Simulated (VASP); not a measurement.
Write the native input for VASP 6.6.1 that does the following.

| Quantity | Value |
| --- | --- |
| Task | relaxation of cell and atoms |
| Functional | PBE |
| Potentials or basis | VASP PAW PBE potentials, release 64 (Hf_pv, Ta_pv) |
| Cutoff | 600 eV |
| k mesh | 4 × 4 × 4 |
| Occupations | gaussian, width 0.1 eV |
| Spin | no spin polarisation |
| Dipole correction | no |
| Further INCAR settings | ALGO = Fast; EDIFF = 1e-06; IBRION = 2; EDIFFG = -0.04; NSW = 90; ISIF = 3 |

The structure of HfTa3 lies in POSCAR:

```
HfTa3
1.0
    4.0821045724      0.0000000000      0.0000000000
    0.0000000000      4.0821045724      0.0000000000
    0.0000000000      0.0000000000      4.0821045724
Hf Ta
1 3
Direct
    0.0000000000      0.0000000000      0.0000000000
    0.0000000000      0.5000000000      0.5000000000
    0.5000000000      0.0000000000      0.5000000000
    0.5000000000      0.5000000000      0.0000000000
```

The input as run:

INCAR

```
SYSTEM = HfTa3
PREC     = Accurate       ! precision mode
ENCUT    = 600            ! plane-wave cutoff, eV
EDIFF    = 1E-6           ! SCF threshold, eV
ISMEAR   = 0              ! smearing method
SIGMA    = 0.1            ! smearing width, eV
LREAL    = .FALSE.        ! projectors in reciprocal space
LASPH    = .TRUE.         ! aspherical terms in the spheres
NELM     = 60             ! most SCF steps
ALGO     = Fast           ! electronic algorithm
ISIF     = 3              ! what is computed and relaxed
LWAVE    = .FALSE.        ! write WAVECAR
LCHARG   = .FALSE.        ! write CHGCAR
GGA      = PE             ! functional
IBRION   = 2              ! ionic algorithm
NSW      = 90             ! ionic steps
EDIFFG   = -0.04          ! ionic threshold
```

KPOINTS

```
Automatic mesh
0
G
  4 4 4
  0 0 0
```

Potentials or basis: VASP PAW PBE potentials, release 64 (Hf_pv, Ta_pv).

Command:

```console
$ cat potpaw_PBE.64/Hf_pv/POTCAR potpaw_PBE.64/Ta_pv/POTCAR > POTCAR
$ mpirun -np 1 vasp_std > vasp.out
```

It gave:

- Relaxed volume: 19.75 Å³/atom
- Relaxed cell: a = 4.291 Å, b = 4.291 Å, c = 4.291 Å, α = 90.00°, β = 90.00°, γ = 90.00°
- Space group after relaxing (to 0.05 Å): Pm-3m (No. 221)
- Energy gained by relaxing: 231.4 meV/atom
- Ionic steps: 4
- Pressure after relaxing: -0.1 GPa

Caveat: the k points lie up to 0.37 Å⁻¹ apart in the final cell; the volume moved by over 15 % at a fixed basis, so the end points are rough.

Wall time 93 s on 1 thread of Intel(R) Xeon(R) Platinum 8488C (Sapphire Rapids), with other jobs on the host, peak memory 0.22 GiB.
